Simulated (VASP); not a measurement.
Write the native input for VASP 6.6.1 that does the following.

| Item | Value |
| --- | --- |
| Task | single point |
| Functional | PBE |
| Potentials or basis | VASP PAW PBE potentials, release 64 (I) |
| Cutoff | 520 eV |
| k mesh | 6 × 6 × 3 |
| Occupations | fermi-dirac, width 0.1 eV |
| Spin | no spin polarisation |
| Dipole correction | no |
| Further INCAR settings | ALGO = Normal; EDIFF = 1e-07; NBANDS = 22 |

The structure of I lies in POSCAR:

```
I
1.0
    3.6558530000      2.4162390000      0.0000000000
    3.6558530000     -2.4162390000      0.0000000000
    0.0000000000      0.0000000000     -9.8564430000
I
4
Direct
    0.1500000000      0.8500000000      0.8830000000
    0.3500000000      0.6500000000      0.3830000000
    0.8500000000      0.1500000000      0.1170000000
    0.6500000000      0.3500000000      0.6170000000
```

These files were run (other wordings do the same):

INCAR

```
ALGO     = Normal         # electronic algorithm
EDIFF    = 1E-7           # SCF threshold, eV
ENCUT    = 520            # plane-wave cutoff, eV
GGA      = PE             # functional
ISIF     = 2              # what is computed and relaxed
ISMEAR   = -1             # smearing method
LASPH    = T              # aspherical terms in the spheres
LCHARG   = F              # write CHGCAR
LREAL    = F              # projectors in reciprocal space
LWAVE    = F              # write WAVECAR
NBANDS   = 22             # bands
NELM     = 60             # most SCF steps
PREC     = Accurate       # precision mode
SIGMA    = 0.1            # smearing width, eV
```

KPOINTS

```
k-points
0
Gamma
  6 6 3
```

Potentials or basis: VASP PAW PBE potentials, release 64 (I).

Command:

```sh
$ cat potpaw_PBE.64/I/POTCAR > POTCAR
$ mpirun -np 1 vasp_std > vasp.out
```

It gave:

| Item | Value |
| --- | --- |
| Pressure | 0.8 GPa |
| Largest force | 0.441 eV/Å |
| Band gap on the k mesh | 1.22 eV (least direct gap 1.31 eV) |

Caveat: this functional lacks dispersion, which holds the molecules together, so the pressure and a relaxed volume are unreliable; spin-orbit coupling is left out, which moves the levels of the heavy elements.

Run time: 73 s on 1 thread of Intel(R) Xeon(R) Platinum 8488C (Sapphire Rapids), with other jobs on the host, peak memory 0.32 GiB.
